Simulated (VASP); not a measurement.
# H18CO9 in VASP: further runs

H18CO9 is run at these levels: r2SCAN+D3(BJ); tasks: single point.

Everything below comes from runs of VASP 6.6.1. Logs are shortened: lines on timing, memory, paths and dates and some standing lists are left out, and cuts for length are marked.

### Step 1. The cell of the first run

The cell holds a disordered packing, 28 atoms: a = 6.684 Å, b = 6.684 Å, c = 6.684 Å, α = 90.00°, β = 90.00°, γ = 90.00°.

### Step 2. Single point, r2SCAN+D3(BJ)

Contents of POSCAR:

```
H18CO9
1.0
    6.6835340000      0.0000000000      0.0000000000
    0.0000000000      6.6835340000      0.0000000000
    0.0000000000      0.0000000000      6.6835340000
O H C
9 18 1
Direct
    0.1848124061      0.4793122920      0.4926286004
   -0.0406671081      0.0364477835      0.8180702006
    0.6045604017      0.7011111188      0.4474728489
    0.2401274535     -0.0294305378      0.5078899875
    0.5897927653      0.1665137037      0.1920989704
    0.3622335130      0.5027878963      1.0838278073
    1.0006981337      0.4523804323      0.8805521151
    0.7777172975      0.7680068658      0.0699031381
    0.5752794854      0.2989286805      0.5891793174
    0.3159855250      0.4539813817      0.5372307525
    0.2064476668      0.5244830055      0.3602734721
   -0.0092914916      0.1760296274      0.8512711987
    0.0575892933      0.0053564477      0.7164922031
    0.7105821561      0.7347759434      0.3492164475
    0.6716207324      0.6084206350      0.5385474212
    0.2378831319      0.0843864937      0.4160074595
    0.3681585221     -0.0950545026      0.4651431413
    0.6294274855      0.0274256105      0.1673815080
    0.6160214042      0.2210058331      0.3359899119
    0.4352487771      0.6215573976      1.1010641975
    0.4443307986      0.3901379121      1.1147844838
    1.1192132785      0.4811975221      0.9592230697
    1.0582575027      0.4889329507      0.7396087160
    0.8621486776      0.8508522587     -0.0181490810
    0.7988288830      0.6307591164      0.0244481438
    0.5994732727     -0.0102041824      0.6324797630
    0.5626963220      0.1592271394      0.8540242333
    0.5786459678      0.1471826133      0.6937198195
```

Contents of INCAR.step1:

```
SYSTEM = H18CO9
ALGO     = Normal         ! electronic algorithm
EDIFF    = 1E-5           ! SCF threshold, eV
ENCUT    = 580            ! plane-wave cutoff, eV
GGA      = PE             ! functional
GGA_COMPAT= .FALSE.      
ISMEAR   = -1             ! smearing method
LASPH    = .TRUE.         ! aspherical terms in the spheres
LCHARG   = .FALSE.        ! write CHGCAR
LREAL    = .FALSE.        ! projectors in reciprocal space
LWAVE    = .TRUE.         ! write WAVECAR
NBANDS   = 58             ! bands
NELM     = 120            ! most SCF steps
PREC     = Accurate       ! precision mode
SIGMA    = 0.02           ! smearing width, eV
```

Contents of INCAR.step2:

```
SYSTEM = H18CO9
ALGO     = Normal         ! electronic algorithm
EDIFF    = 1E-6           ! SCF threshold, eV
ENCUT    = 580            ! plane-wave cutoff, eV
GGA_COMPAT= .FALSE.      
ISIF     = 2              ! what is computed and relaxed
ISMEAR   = -1             ! smearing method
ISTART   = 1            
IVDW     = 12             ! dispersion correction
LASPH    = .TRUE.         ! aspherical terms in the spheres
LCHARG   = .FALSE.        ! write CHGCAR
LMIXTAU  = .TRUE.       
LREAL    = .FALSE.        ! projectors in reciprocal space
LWAVE    = .FALSE.        ! write WAVECAR
METAGGA  = R2SCAN         ! meta-GGA
NBANDS   = 58             ! bands
NELM     = 120            ! most SCF steps
PREC     = Accurate       ! precision mode
SIGMA    = 0.02           ! smearing width, eV
VDW_A1   = 0.49484001   
VDW_A2   = 5.73083694   
VDW_S6   = 1.0          
VDW_S8   = 0.78981345
```

Contents of KPOINTS:

```
k-points
0
G
  1 1 1
  0 0 0
```

Potentials or basis: VASP PAW PBE potentials, release 64 (O, H, C).

On the command line:

```
$ cat potpaw_PBE.64/O/POTCAR potpaw_PBE.64/H/POTCAR potpaw_PBE.64/C/POTCAR > POTCAR
$ cp INCAR.step1 INCAR
$ mpirun -np 1 vasp_gam > vasp.out
$ cp INCAR.step2 INCAR
$ mpirun -np 1 vasp_gam > vasp.out
```

OUTCAR:

```text
SYSTEM = H18CO9
   EDIFF = 1E-6
   ENCUT = 580
   ISIF = 2
   ISMEAR = -1
   ISTART = 1
   IVDW = 12
   LASPH = .TRUE.
   LREAL = .FALSE.
   METAGGA = R2SCAN
   NELM = 120
   PREC = Accurate
 IVDW          = 12

 ion  position               nearest neighbor table
   1  0.185  0.479  0.493-  10 0.94  11 0.95
   2  0.959  0.036  0.818-  13 0.97  12 0.98
   3  0.605  0.701  0.447-  15 0.98  14 0.99
   4  0.240  0.971  0.508-  16 0.98  17 1.00
   5  0.590  0.167  0.192-  18 0.98  19 1.04
   6  0.362  0.503  0.084-  20 0.94  21 0.95
   7  0.001  0.452  0.881-  22 0.97  23 1.05
   8  0.778  0.768  0.070-  25 0.98  24 0.99
   9  0.575  0.299  0.589-  28 1.23
  10  0.316  0.454  0.537-   1 0.94
  11  0.206  0.524  0.360-   1 0.95
  12  0.991  0.176  0.851-   2 0.98
  13  0.058  0.005  0.716-   2 0.97
  14  0.711  0.735  0.349-   3 0.99
[... 11 lines left out ...]
  26  0.599  0.990  0.632-  28 1.14
  27  0.563  0.159  0.854-  28 1.08
  28  0.579  0.147  0.694-  27 1.08  26 1.14   9 1.23

  LATTYP: Found a simple cubic cell.
 ALAT       =     6.6835340000

  Lattice vectors:

 A1 = (   6.6835340000,   0.0000000000,   0.0000000000)
 A2 = (   0.0000000000,   6.6835340000,   0.0000000000)
 A3 = (   0.0000000000,   0.0000000000,   6.6835340000)

Analysis of symmetry for initial positions (statically):
=====================================================================
 Subroutine PRICEL returns:
 Original cell was already a primitive cell.

 Routine SETGRP: Setting up the symmetry group for a
 simple cubic supercell.

 Subroutine GETGRP returns: Found  1 space group operations
 (whereof  1 operations were pure point group operations)
 out of a pool of 48 trial point group operations.

The static configuration has the point symmetry C_1 .

Analysis of symmetry for dynamics (positions and initial velocities):
=====================================================================
 Subroutine PRICEL returns:
 Original cell was already a primitive cell.

 Routine SETGRP: Setting up the symmetry group for a
 simple cubic supercell.

 Subroutine GETGRP returns: Found  1 space group operations
 (whereof  1 operations were pure point group operations)
 out of a pool of 48 trial point group operations.

The dynamic configuration has the point symmetry C_1 .

 Subroutine INISYM returns: Found  1 space group operations
 (whereof  1 operations are pure point group operations),
 and found     1 'primitive' translations

----------------------------------------------------------------------------------------

                                     Primitive cell

  volume of cell :     298.5510

  direct lattice vectors                    reciprocal lattice vectors
     6.683534000  0.000000000  0.000000000     0.149621443  0.000000000  0.000000000
     0.000000000  6.683534000  0.000000000     0.000000000  0.149621443  0.000000000
     0.000000000  0.000000000  6.683534000     0.000000000  0.000000000  0.149621443

  length of vectors
     6.683534000  6.683534000  6.683534000     0.149621443  0.149621443  0.149621443

  position of ions in fractional coordinates (direct lattice)
     0.184812406  0.479312292  0.492628600
     0.959332892  0.036447784  0.818070201
     0.604560402  0.701111119  0.447472849
     0.240127454  0.970569462  0.507889988
     0.589792765  0.166513704  0.192098970
     0.362233513  0.502787896  0.083827807
[... 20 lines left out ...]
     0.562696322  0.159227139  0.854024233
     0.578645968  0.147182613  0.693719819

  ion indices of the primitive-cell ions
   primitive index   ion index
                 1           1
                 2           2
                 3           3
                 4           4
                 5           5
                 6           6
[... 20 lines left out ...]
                27          27
                28          28

----------------------------------------------------------------------------------------

 KPOINTS: k-points

Automatic generation of k-mesh.
 Grid dimensions read from file:
 generate k-points for:    1    1    1

 Generating k-lattice:

  Cartesian coordinates                     Fractional coordinates (reciprocal lattice)
     0.149621443  0.000000000  0.000000000     1.000000000  0.000000000  0.000000000
     0.000000000  0.149621443  0.000000000     0.000000000  1.000000000  0.000000000
     0.000000000  0.000000000  0.149621443     0.000000000  0.000000000  1.000000000

  Length of vectors
     0.149621443  0.149621443  0.149621443

  Shift w.r.t. Gamma in fractional coordinates (k-lattice)
     0.000000000  0.000000000  0.000000000

 Subroutine IBZKPT returns following result:
 ===========================================

 Found      1 irreducible k-points:

 Following reciprocal coordinates:
            Coordinates               Weight
  0.000000  0.000000  0.000000      1.000000
   k-points           NKPTS =      1   k-points in BZ     NKDIM =      1   number of bands    NBANDS=     58
   number of dos      NEDOS =    301   number of ions     NIONS =     28
   total plane-waves  NPLWV = 157464
   dimension x,y,z NGX =    54 NGY =   54 NGZ =   54
   dimension x,y,z NGXF=   108 NGYF=  108 NGZF=  108
   ions per type =               9  18   1
   NGX,Y,Z   is equivalent  to a cutoff of  13.43, 13.43, 13.43 a.u.
   NGXF,Y,Z  is equivalent  to a cutoff of  26.86, 26.86, 26.86 a.u.
 SYSTEM =  H18CO9
   PREC   = accura    normal or accurate (medium, high low for compatibility)
   ISTART =      1    job   : 0-new  1-cont  2-samecut
   ICHARG =      0    charge: 1-file 2-atom 10-const
   ISPIN  =      1    spin polarized calculation?
   LNONCOLLINEAR =      F non collinear calculations
   LSORBIT =      F    spin-orbit coupling
   LASPH  =      T    aspherical Exc in radial PAW
   ENCUT  =  580.0 eV  42.63 Ry    6.53 a.u.  13.12 13.12 13.12*2*pi/ulx,y,z
   NELM   =    120;   NELMIN=  2; NELMDL=  0     # of ELM steps
   EDIFF  = 0.1E-05   stopping-criterion for ELM
   LREAL  =      F    real-space projection
   EDIFFG = 0.1E-04   stopping-criterion for IOM
   NSW    =      0    number of steps for IOM
   IBRION =     -1    ionic relax: 0-MD 1-quasi-New 2-CG
   NFREE  =      0    steps in history (QN), initial steepest desc. (CG)
   ISIF   =      2    stress and relaxation
   ISYM   =      2    0-nonsym 1-usesym 2-fastsym
   POTIM  = 0.5000    time-step for ionic-motion
   TEBEG  =    0.0;   TEEND  =   0.0 temperature during run
   PSTRESS=    0.0 pullay stress
   NELECT =      76.0000    total number of electrons
   NUPDOWN=      -1.0000    fix difference up-down
   EMIN   =  10.00;   EMAX   =-10.00  energy-range for DOS
   EFERMI =   0.00;   METHOD = LEGACY
   ISMEAR =    -1;   SIGMA  =   0.02  broadening in eV -4-tet -1-fermi 0-gaus
   EFERMI_NEDOS =   21; number of points for ismear=-14 and -15
   IALGO  =     38    algorithm
   IMIX   =      4    mixing-type and parameters
     AMIX     =   0.40;   BMIX     =  1.00
     AMIX_MAG =   1.60;   BMIX_MAG =  1.00
  volume/ion in A,a.u.               =      10.66        71.95
  Fermi-wavevector in a.u.,A,eV,Ry     =   1.037544  1.960674 14.646639  1.076498
  Thomas-Fermi vector in A             =   2.171987
   LORBIT       =      0    0 simple, 1 ext, 2 COOP (PROOUT), +10 PAW based schemes
   METAGGA = R2SCAN    functional components
   LHFCALC =     F    Hartree Fock is set to
   AEXX    =    0.0000 exact exchange contribution
   IVDW    =    12    specifies the selected vdW correction
   LEPSILON=     F    determine dielectric tensor
   LRPA    =     F    only Hartree local field effects (RPA)
 non-spin polarized calculation
  energy-cutoff  :      580.00
  volume of cell :      298.55
 maximum number of plane-waves:      4730
 NGX is ok and might be reduce to    54
   NGX = 27   NGY = 27   NGZ = 27

 number of electron      75.9999990 magnetization

 Free energy of the ion-electron system (eV)
  ---------------------------------------------------
  ext. energy  EPLUGINS =         0.00000000
  ---------------------------------------------------
  free energy    TOTEN  =      -150.06641610 eV

  energy without entropy =     -150.06641610  energy(sigma->0) =     -150.06641610

 E-fermi :  -3.4680     XC(G=0):  -6.9498

 val. band max:       -4.0000120825   @ k =   0.0000   0.0000   0.0000
 cond. band min:       0.6501211858   @ k =   0.0000   0.0000   0.0000
 fundamental gap:      4.6501332683
 Fermi energy:        -3.4679602893

 k-point     1 :       0.0000    0.0000    0.0000
  band No.  band energies     occupation
      1     -25.3105      2.00000
      2     -24.1814      2.00000
      3     -23.8552      2.00000
      4     -23.7002      2.00000
      5     -23.5500      2.00000
      6     -23.4754      2.00000
[... 42 lines left out ...]
     49       6.5942      0.00000
     50       6.8278      0.00000
 [bands above 50 left out]

------------------------ aborting loop because EDIFF is reached ----------------------------------------

 Edisp (eV)   -0.47055

 E8    (eV) :    -0.0695

  FORCE on cell =-STRESS in cart. coord.  units (eV):
  Direction    XX          YY          ZZ          XY          YZ          ZX
  --------------------------------------------------------------------------------------
  -------------------------------------------------------------------------------------
  Total      -2.23084    -3.87821    -3.75779     0.73278    -1.00013     3.05136
  in kB     -11.97184   -20.81249   -20.16620     3.93245    -5.36722    16.37516
  external pressure =      -17.65 kB  Pullay stress =        0.00 kB

 VOLUME and BASIS-vectors are now :
 -----------------------------------------------------------------------------
  energy-cutoff  :      580.00
  volume of cell :      298.55
      direct lattice vectors                 reciprocal lattice vectors
     6.683534000  0.000000000  0.000000000     0.149621443  0.000000000  0.000000000
     0.000000000  6.683534000  0.000000000     0.000000000  0.149621443  0.000000000
     0.000000000  0.000000000  6.683534000     0.000000000  0.000000000  0.149621443

 POSITION                                       TOTAL-FORCE (eV/Angst)
 -----------------------------------------------------------------------------------
      1.23520      3.20350      3.29250        -1.384648     -0.338377      0.761251
      6.41173      0.24360      5.46760        -0.018721      0.355844      0.184970
      4.04060      4.68590      2.99070         1.040763      0.077875     -0.216325
      1.60490      6.48683      3.39450         1.446183      0.054021     -1.149452
      3.94190      1.11290      1.28390         0.002380      0.863198      1.290613
      2.42100      3.36040      0.56027        -1.755213     -0.307230     -0.374511
[... 20 lines left out ...]
      3.76080      1.06420      5.70790        -0.125031      0.114796      0.787185
      3.86740      0.98370      4.63650         0.376266     -0.617550     -0.751416
 -----------------------------------------------------------------------------------
    total drift:                                0.001710     -0.000231      0.000763

  FREE ENERGIE OF THE ION-ELECTRON SYSTEM (eV)
  ---------------------------------------------------
  free  energy   TOTEN  =      -150.5369683269 eV

  energy  without entropy=     -150.5369683269  energy(sigma->0) =     -150.53696833
```

Wall time 89 s (1 thread of AMD EPYC 9R45 (Zen 5), shared host); peak memory 0.38 GiB.

Results:

| Item | Value |
| --- | --- |
| Free energy | -150.5370 eV |
| Pressure | -1.8 GPa |
| Largest force | 2.788 eV/Å |
| Dispersion energy per atom | -0.017 eV |

Forces on the atoms (eV/Å):
```
O   -1.385 -0.338  0.761
O   -0.019  0.356  0.185
O    1.041  0.078 -0.216
O    1.446  0.054 -1.149
O    0.002  0.863  1.291
O   -1.755 -0.307 -0.375
O    1.010  0.521 -2.545
O   -0.161 -0.108  0.085
O    0.228 -0.839 -0.279
H    1.413 -0.283  0.619
H   -0.016  0.474 -1.225
H   -0.348  0.045  0.198
H    0.195 -0.381 -0.362
H   -0.635 -0.104  0.208
H   -0.512  0.236 -0.163
H   -0.295 -0.209  0.425
H   -1.265  0.032  0.675
H    0.131  0.608  0.566
H   -0.278 -1.291 -1.639
H    1.004  1.068  0.192
H    0.747 -0.831  0.193
H    0.289 -0.050  0.529
H   -1.255 -0.633  1.830
H   -0.063  0.082  0.048
H    0.235  0.286 -0.104
H   -0.005  1.174  0.218
H   -0.125  0.115  0.787
C    0.376 -0.618 -0.751
```

Caveat: the k points lie up to 0.94 Å⁻¹ apart, too coarse for converged energies, forces and pressures; the atoms stand as in a frame of molecular dynamics; the PAW data sets were made with another functional, which shifts forces and pressure a little.

### Step 3. Single point, r2SCAN+D3(BJ)

This run uses another cell than the first one, of 10.55 Å³/atom.

Contents of POSCAR:

```
H18CO9
1.0
    6.6601470000      0.0000000000      0.0000000000
    0.0000000000      6.6601470000      0.0000000000
    0.0000000000      0.0000000000      6.6601470000
O H C
9 18 1
Direct
    0.1848607846      0.4703800081      0.4973013358
   -0.0385126635      0.0367709602      0.8141712187
    0.6022089302      0.7069964071      0.4456958683
    0.2382229702     -0.0341283758      0.5036825764
    0.5856927783      0.1595159987      0.1922179796
    0.3514486993      0.5019558878      1.0830541728
    1.0034913644      0.4513864334      0.8805060909
    0.7741120429      0.7752381441      0.0689924712
    0.5808580501      0.3042725634      0.5810532410
    0.3218847872      0.4616414623      0.5305288307
    0.1857166216      0.5503632277      0.3807873910
   -0.0312605713      0.1775035896      0.8595906367
    0.0703888368      0.0039488618      0.7239329702
    0.7004500051      0.7252542624      0.3340616956
    0.6496703451      0.6080196128      0.5391022150
    0.2363911788      0.0796228672      0.4113122428
    0.3465088683     -0.1296517930      0.4796440679
    0.6360820564      0.0267861956      0.1897105274
    0.5969537910      0.1971127664      0.3432957261
    0.4258014125      0.6244156473      1.0995252807
    0.4552301924      0.4081441446      1.1054861101
    1.1224076586      0.4739084588      0.9635823353
    1.0452622142      0.4554704273      0.7363200842
    0.8322038538      0.8533745576     -0.0396237500
    0.8142012481      0.6372982458      0.0317410412
    0.6222985769      0.0106303960      0.6153467784
    0.5553030586      0.1611826286      0.8451014670
    0.5849420441      0.1574589870      0.6863211878
```

Contents of INCAR.step1:

```
  PREC = Accurate
  ENCUT = 580
  ISMEAR = -1
  SIGMA = 0.02
  LREAL = False
  LASPH = True
  NELM = 120
  NBANDS = 58
  GGA = PE
  ALGO = Normal
  EDIFF = 1E-5
  LWAVE = True
  LCHARG = False
  GGA_COMPAT = False
```

Contents of INCAR.step2:

```
  PREC = Accurate
  ENCUT = 580
  EDIFF = 1E-6
  ISMEAR = -1
  SIGMA = 0.02
  LREAL = False
  LASPH = True
  NELM = 120
  ALGO = Normal
  ISIF = 2
  LWAVE = False
  LCHARG = False
  METAGGA = R2SCAN
  LMIXTAU = True
  IVDW = 12
  VDW_S6 = 1.0
  VDW_S8 = 0.78981345
  VDW_A1 = 0.49484001
  VDW_A2 = 5.73083694
  NBANDS = 58
  ISTART = 1
  GGA_COMPAT = False
```

Contents of KPOINTS:

```
Automatic mesh
0
Gamma
  1 1 1
```

Potentials or basis: VASP PAW PBE potentials, release 64 (O, H, C).

On the command line:

```
$ cat potpaw_PBE.64/O/POTCAR potpaw_PBE.64/H/POTCAR potpaw_PBE.64/C/POTCAR > POTCAR
$ cp INCAR.step1 INCAR
$ mpirun -np 1 vasp_gam > vasp.out
$ cp INCAR.step2 INCAR
$ mpirun -np 1 vasp_gam > vasp.out
```

Run time: 89 s. Hardware: 1 thread of AMD EPYC 9R45 (Zen 5), shared host; peak memory 0.39 GiB.

The run converged. Its results:

```yaml
Free_energy: -150.5727 eV
Pressure: -0.1 GPa
Largest_force: 2.781 eV/Å
Dispersion_energy_per_atom: -0.017 eV
```

Forces on the atoms (eV/Å):
```
O   -1.375 -0.662  0.820
O   -0.785  0.159  0.579
O    0.167  0.705 -0.892
O   -0.307  0.180  0.254
O   -0.338  1.568  2.272
O   -0.511  1.073 -0.067
O   -0.339 -0.299 -0.760
O   -0.289 -1.357  0.166
O   -0.060  1.484 -1.112
H    1.464 -0.229  0.474
H   -0.197  0.646 -1.193
H    0.355 -0.338 -0.247
H    0.239  0.219 -0.367
H   -0.588 -0.200  0.827
H    0.233 -0.277 -0.013
H    0.430 -0.757  0.167
H    0.013  0.535 -0.389
H    0.503 -1.191 -0.433
H   -0.174  0.079 -1.997
H   -0.098  0.714 -0.124
H    0.732 -1.763  0.248
H    0.208 -0.039 -0.391
H    0.021  0.319  1.033
H    0.483  0.742 -0.180
H   -0.031  0.574  0.025
H   -0.188  0.219  0.547
H   -0.133  0.162  0.933
C    0.563 -2.267 -0.181
```

Stress tensor (GPa, compression positive):
```
-0.11  0.03  0.76
 0.03  0.85 -1.66
 0.76 -1.66 -1.17
```

Levels at points of the mesh, in eV from the Fermi level:
```csv
k point,band 35,band 36,band 37,band 38,band 39,band 40,band 41,band 42
"(0.00, 0.00, 0.00)",-1.00,-0.89,-0.84,-0.55,4.21,4.91,7.88,8.04
```

Caveat: the k points lie up to 0.94 Å⁻¹ apart, too coarse for converged energies, forces and pressures; the atoms stand as in a frame of molecular dynamics; the PAW data sets were made with another functional, which shifts forces and pressure a little.

(Continued in part 2 of 2.)
